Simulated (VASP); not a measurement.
# Cd4S (P6/mmm) in VASP: notebook

The runs below take Cd4S through single point, relaxation of cell and atoms, with PBE.

All numbers are computed with VASP 6.6.1; they aren't measurements. Logs are shortened: lines on timing, memory, paths and dates and some standing lists are left out, and cuts for length are marked.

**1. The cell of the first run**

The structure is hexagonal, space group P6/mmm (No. 191). Conventional cell: a = 4.911 Å, b = 4.911 Å, c = 4.221 Å, α = 90.00°, β = 90.00°, γ = 120.00°. Within 2.9 Å of Cd (site symmetry -6m2) lie 5 Cd at 2.11 to 2.84 Å and 3 S at 2.84 Å. Within 2.9 Å of Cd (site symmetry -6m2) lie 5 Cd at 2.11 to 2.84 Å. Within 3.7 Å of S (site symmetry 6/mmm) lie 18 Cd at 2.84 to 3.53 Å.

The cell was built from a structure type or drawn by symmetry, and may not be a known phase.

**2. Single point, PBE**

INCAR reads:

```
ALGO     = Normal         # electronic algorithm
EDIFF    = 1E-6           # SCF threshold, eV
ENCUT    = 520            # plane-wave cutoff, eV
GGA      = PE             # functional
ISIF     = 2              # what is computed and relaxed
ISMEAR   = 0              # smearing method
LASPH    = True           # aspherical terms in the spheres
LCHARG   = False          # write CHGCAR
LREAL    = False          # projectors in reciprocal space
LWAVE    = False          # write WAVECAR
NBANDS   = 35             # bands
NELM     = 80             # most SCF steps
PREC     = Accurate       # precision mode
SIGMA    = 0.1            # smearing width, eV
```

KPOINTS reads:

```
k-points
0
Gamma
  6 6 4
```

POSCAR reads:

```
Cd4S
1.0
    4.9109559700      0.0000000000      0.0000000000
   -2.4554779900      4.2530126300      0.0000000000
    0.0000000000      0.0000000000      4.2206048300
Cd S
4 1
Direct
    0.3333333300      0.6666666700      0.0000000000
    0.6666666700      0.3333333300      0.0000000000
    0.3333333300      0.6666666700      0.5000000000
    0.6666666700      0.3333333300      0.5000000000
    0.0000000000      0.0000000000      0.0000000000
```

Potentials or basis: VASP PAW PBE potentials, release 64 (Cd, S).

The run is started by

```console
cat potpaw_PBE.64/Cd/POTCAR potpaw_PBE.64/S/POTCAR > POTCAR
mpirun -np 1 vasp_std > vasp.out
```

OUTCAR:

```text
EDIFF = 1E-6
   ENCUT = 520
   GGA = PE
   ISIF = 2
   ISMEAR = 0
   LASPH = True
   LREAL = False
   NELM = 80
   PREC = Accurate

 ion  position               nearest neighbor table
   1  0.333  0.667  0.000-   3 2.11   3 2.11   2 2.84   5 2.84   2 2.84   5 2.84   5 2.84   2 2.84
                             4 3.53   4 3.53   4 3.53   4 3.53   4 3.53   4 3.53
   2  0.667  0.333  0.000-   4 2.11   4 2.11   1 2.84   5 2.84   1 2.84   5 2.84   5 2.84   1 2.84
                             3 3.53   3 3.53   3 3.53   3 3.53   3 3.53   3 3.53
   3  0.333  0.667  0.500-   1 2.11   1 2.11   4 2.84   4 2.84   4 2.84   2 3.53   2 3.53   2 3.53
                             2 3.53   2 3.53   2 3.53
   4  0.667  0.333  0.500-   2 2.11   2 2.11   3 2.84   3 2.84   3 2.84   1 3.53   1 3.53   1 3.53
                             1 3.53   1 3.53   1 3.53
   5  0.000  0.000  0.000-   1 2.84   2 2.84   2 2.84   1 2.84   2 2.84   1 2.84

  LATTYP: Found a hexagonal cell.
 ALAT       =     4.9109559700
 C/A-ratio  =     0.8594263227

  Lattice vectors:

 A1 = (   4.9109559700,   0.0000000000,   0.0000000000)
 A2 = (  -2.4554779900,   4.2530126300,   0.0000000000)
 A3 = (   0.0000000000,   0.0000000000,   4.2206048300)

Analysis of symmetry for initial positions (statically):
=====================================================================
 Subroutine PRICEL returns:
 Original cell was already a primitive cell.

 Routine SETGRP: Setting up the symmetry group for a
 hexagonal supercell.

 Subroutine GETGRP returns: Found 24 space group operations
 (whereof 24 operations were pure point group operations)
 out of a pool of 24 trial point group operations.

The static configuration has the point symmetry D_6h.

Analysis of symmetry for dynamics (positions and initial velocities):
=====================================================================
 Subroutine PRICEL returns:
 Original cell was already a primitive cell.

 Routine SETGRP: Setting up the symmetry group for a
 hexagonal supercell.

 Subroutine GETGRP returns: Found 24 space group operations
 (whereof 24 operations were pure point group operations)
 out of a pool of 24 trial point group operations.

The dynamic configuration has the point symmetry D_6h.

 Subroutine INISYM returns: Found 24 space group operations
 (whereof 24 operations are pure point group operations),
 and found     1 'primitive' translations

----------------------------------------------------------------------------------------

                                     Primitive cell

  volume of cell :      88.1531

  direct lattice vectors                    reciprocal lattice vectors
     4.910955970  0.000000000  0.000000000     0.203626342  0.117563724  0.000000000
    -2.455477990  4.253012630  0.000000000     0.000000000  0.235127447  0.000000000
     0.000000000  0.000000000  4.220604830     0.000000000  0.000000000  0.236932866

  length of vectors
     4.910955970  4.910955975  4.220604830     0.235127447  0.235127447  0.236932866

  position of ions in fractional coordinates (direct lattice)
     0.333333330  0.666666670  0.000000000
     0.666666670  0.333333330  0.000000000
     0.333333330  0.666666670  0.500000000
     0.666666670  0.333333330  0.500000000
     0.000000000  0.000000000  0.000000000

  ion indices of the primitive-cell ions
   primitive index   ion index
                 1           1
                 2           2
                 3           3
                 4           4
                 5           5

----------------------------------------------------------------------------------------

 KPOINTS: k-points

Automatic generation of k-mesh.
 Grid dimensions read from file:
 generate k-points for:    6    6    4

 Generating k-lattice:

  Cartesian coordinates                     Fractional coordinates (reciprocal lattice)
     0.033937724  0.019593954  0.000000000     0.166666667  0.000000000  0.000000000
     0.000000000  0.039187908  0.000000000     0.000000000  0.166666667  0.000000000
     0.000000000  0.000000000  0.059233217     0.000000000  0.000000000  0.250000000

  Length of vectors
     0.039187908  0.039187908  0.059233217

  Shift w.r.t. Gamma in fractional coordinates (k-lattice)
     0.000000000  0.000000000  0.000000000

 Subroutine IBZKPT returns following result:
 ===========================================

 Found     21 irreducible k-points:

 Following reciprocal coordinates:
            Coordinates               Weight
  0.000000  0.000000  0.000000      1.000000
  0.166667  0.000000  0.000000      6.000000
  0.333333  0.000000  0.000000      6.000000
  0.500000  0.000000  0.000000      3.000000
  0.166667  0.166667  0.000000      6.000000
  0.333333  0.166667  0.000000     12.000000
[... 13 lines left out ...]
  0.333333  0.166667  0.500000     12.000000
  0.333333  0.333333  0.500000      2.000000
   k-points           NKPTS =     21   k-points in BZ     NKDIM =     21   number of bands    NBANDS=     35
   number of dos      NEDOS =    301   number of ions     NIONS =      5
   total plane-waves  NPLWV =  51200
   dimension x,y,z NGX =    40 NGY =   40 NGZ =   32
   dimension x,y,z NGXF=    80 NGYF=   80 NGZF=   64
   ions per type =               4   1
   NGX,Y,Z   is equivalent  to a cutoff of  13.54, 13.54, 12.60 a.u.
   NGXF,Y,Z  is equivalent  to a cutoff of  27.08, 27.08, 25.21 a.u.
 SYSTEM =  unknown system
   PREC   = accura    normal or accurate (medium, high low for compatibility)
   ISTART =      0    job   : 0-new  1-cont  2-samecut
   ICHARG =      2    charge: 1-file 2-atom 10-const
   ISPIN  =      1    spin polarized calculation?
   LNONCOLLINEAR =      F non collinear calculations
   LSORBIT =      F    spin-orbit coupling
   LASPH  =      T    aspherical Exc in radial PAW
   ENCUT  =  520.0 eV  38.22 Ry    6.18 a.u.   9.13  9.13  7.85*2*pi/ulx,y,z
   NELM   =     80;   NELMIN=  2; NELMDL= -5     # of ELM steps
   EDIFF  = 0.1E-05   stopping-criterion for ELM
   LREAL  =      F    real-space projection
   EDIFFG = 0.1E-04   stopping-criterion for IOM
   NSW    =      0    number of steps for IOM
   IBRION =     -1    ionic relax: 0-MD 1-quasi-New 2-CG
   NFREE  =      0    steps in history (QN), initial steepest desc. (CG)
   ISIF   =      2    stress and relaxation
   ISYM   =      2    0-nonsym 1-usesym 2-fastsym
   POTIM  = 0.5000    time-step for ionic-motion
   TEBEG  =    0.0;   TEEND  =   0.0 temperature during run
   PSTRESS=    0.0 pullay stress
   NELECT =      54.0000    total number of electrons
   NUPDOWN=      -1.0000    fix difference up-down
   EMIN   =  10.00;   EMAX   =-10.00  energy-range for DOS
   EFERMI =   0.00;   METHOD = LEGACY
   ISMEAR =     0;   SIGMA  =   0.10  broadening in eV -4-tet -1-fermi 0-gaus
   EFERMI_NEDOS =   21; number of points for ismear=-14 and -15
   IALGO  =     38    algorithm
   IMIX   =      4    mixing-type and parameters
     AMIX     =   0.40;   BMIX     =  1.00
     AMIX_MAG =   1.60;   BMIX_MAG =  1.00
  volume/ion in A,a.u.               =      17.63       118.98
  Fermi-wavevector in a.u.,A,eV,Ry     =   1.390359  2.627398 26.301397  1.933098
  Thomas-Fermi vector in A             =   2.514302
   LORBIT       =      0    0 simple, 1 ext, 2 COOP (PROOUT), +10 PAW based schemes
   GGA     = PE    functional components
   LHFCALC =     F    Hartree Fock is set to
   AEXX    =    0.0000 exact exchange contribution
   IVDW    =     0    specifies the selected vdW correction
   LEPSILON=     F    determine dielectric tensor
   LRPA    =     F    only Hartree local field effects (RPA)
 non-spin polarized calculation
 Gauss-broadening in eV      SIGMA  =   0.10
  energy-cutoff  :      520.00
  volume of cell :       88.15
 maximum number of plane-waves:      2391
 NGX is ok and might be reduce to    40
   NGX = 19   NGY = 19   NGZ = 15

 number of electron      54.0000012 magnetization

 Free energy of the ion-electron system (eV)
  ---------------------------------------------------
  ext. energy  EPLUGINS =         0.00000000
  ---------------------------------------------------
  free energy    TOTEN  =         5.12474603 eV

  energy without entropy =        5.13696724  energy(sigma->0) =        5.13085664

 E-fermi :   5.1717     XC(G=0): -11.5888

 val. band max:        5.0703717229   @ k =   0.3333   0.0000   0.5000
 cond. band min:       5.1961983354   @ k =   0.3333   0.3333   0.5000
 fundamental gap:      0.1258266125
 Fermi energy:         5.1717333563

 k-point     1 :       0.0000    0.0000    0.0000
  band No.  band energies     occupation
      1      -9.5140      2.00000
      2      -9.3658      2.00000
      3      -8.7039      2.00000
      4      -7.7715      2.00000
      5      -7.7715      2.00000
      6      -7.1043      2.00000
[... 27 lines left out ...]
     34      11.7858      0.00000
     35      11.7858      0.00000

 k-point     2 :       0.1667    0.0000    0.0000
  band No.  band energies     occupation
      1      -9.5053      2.00000
      2      -9.3747      2.00000
      3      -8.5989      2.00000
      4      -7.7936      2.00000
      5      -7.7501      2.00000
      6      -7.1456      2.00000
[... 27 lines left out ...]
     34      12.2998      0.00000
     35      12.9356      0.00000

 k-point     3 :       0.3333    0.0000    0.0000
  band No.  band energies     occupation
      1      -9.4829      2.00000
      2      -9.3975      2.00000
      3      -8.3980      2.00000
      4      -7.8340      2.00000
      5      -7.7023      2.00000
      6      -7.2310      2.00000
[... 27 lines left out ...]
     34      11.7852      0.00000
     35      13.0408      0.00000

 k-point     4 :       0.5000    0.0000    0.0000
  band No.  band energies     occupation
      1      -9.4649      2.00000
      2      -9.4157      2.00000
      3      -8.3091      2.00000
      4      -7.8526      2.00000
      5      -7.6742      2.00000
      6      -7.2768      2.00000
[... 27 lines left out ...]
     34      11.8436      0.00000
     35      12.5006      0.00000

 k-point     5 :       0.1667    0.1667    0.0000
  band No.  band energies     occupation
      1      -9.4895      2.00000
      2      -9.3908      2.00000
      3      -8.4501      2.00000
      4      -7.8364      2.00000
      5      -7.6977      2.00000
      6      -7.2213      2.00000
[... 524 lines left out ...]
 k-point    19 :       0.1667    0.1667    0.5000
  band No.  band energies     occupation
      1      -8.3075      2.00000
      2      -6.2330      2.00000
      3      -6.1956      2.00000
      4      -6.0737      2.00000
      5      -6.0329      2.00000
      6      -5.9704      2.00000
[... 27 lines left out ...]
     34      12.6974      0.00000
     35      12.8704      0.00000

 k-point    20 :       0.3333    0.1667    0.5000
  band No.  band energies     occupation
      1      -8.2361      2.00000
      2      -6.2015      2.00000
      3      -6.1301      2.00000
      4      -6.1054      2.00000
      5      -6.0488      2.00000
      6      -6.0368      2.00000
[... 27 lines left out ...]
     34      12.7227      0.00000
     35      14.8336      0.00000

 k-point    21 :       0.3333    0.3333    0.5000
  band No.  band energies     occupation
      1      -8.2275      2.00000
      2      -6.1298      2.00000
      3      -6.1171      2.00000
      4      -6.1171      2.00000
      5      -6.0652      2.00000
      6      -6.0652      2.00000
[... 27 lines left out ...]
     34      12.2846      0.00000
     35      15.2703      0.00000

------------------------ aborting loop because EDIFF is reached ----------------------------------------

  FORCE on cell =-STRESS in cart. coord.  units (eV):
  Direction    XX          YY          ZZ          XY          YZ          ZX
  --------------------------------------------------------------------------------------
  -------------------------------------------------------------------------------------
  Total       12.0162942     12.0162943    104.0150466     -0.0000000      0.0000000     -0.0000000
  in kB      218.3955234    218.3955238   1890.4680666     -0.0000003      0.0000000     -0.0000000
  external PRESSURE =     775.7530379 kB  Pullay stress =       0.0000000 kB

 VOLUME and BASIS-vectors are now :
 -----------------------------------------------------------------------------
  energy-cutoff  :      520.00
  volume of cell :       88.15
      direct lattice vectors                 reciprocal lattice vectors
     4.910955970  0.000000000  0.000000000     0.203626342  0.117563724  0.000000000
    -2.455477990  4.253012630  0.000000000     0.000000000  0.235127447  0.000000000
     0.000000000  0.000000000  4.220604830     0.000000000  0.000000000  0.236932866

 POSITION                                       TOTAL-FORCE (eV/Angst)
 -----------------------------------------------------------------------------------
     -0.00000      2.83534      0.00000         0.000000      0.000000      0.000000
      2.45548      1.41767      0.00000        -0.000000     -0.000000      0.000000
     -0.00000      2.83534      2.11030        -0.000000      0.000000      0.000000
      2.45548      1.41767      2.11030         0.000000     -0.000000     -0.000000
      0.00000      0.00000      0.00000        -0.000000      0.000000      0.000000
 -----------------------------------------------------------------------------------
    total drift:                                0.000000     -0.000000     -0.000000

  FREE ENERGIE OF THE ION-ELECTRON SYSTEM (eV)
  ---------------------------------------------------
  free  energy   TOTEN  =         5.1247460274 eV

  energy  without entropy=        5.1369672426  energy(sigma->0) =        5.13085664
```

Wall time 27 s (1 thread of Intel Xeon 6975P-C (Granite Rapids), shared host); peak memory 0.23 GiB.

What came out:

```
Free energy            : 5.1247 eV
Pressure               : 77.6 GPa
Band gap on the k mesh : zero (bands 27 and 28 overlap by 1.73 eV)
```

Stress tensor (GPa, compression positive):
```
 21.84   0.00   0.00
  0.00  21.84   0.00
  0.00   0.00 189.05
```

Caveat: the k points lie up to 0.37 Å⁻¹ apart, too coarse for converged energies and pressures of a metal.

(Part 1 of 2 ends here.)
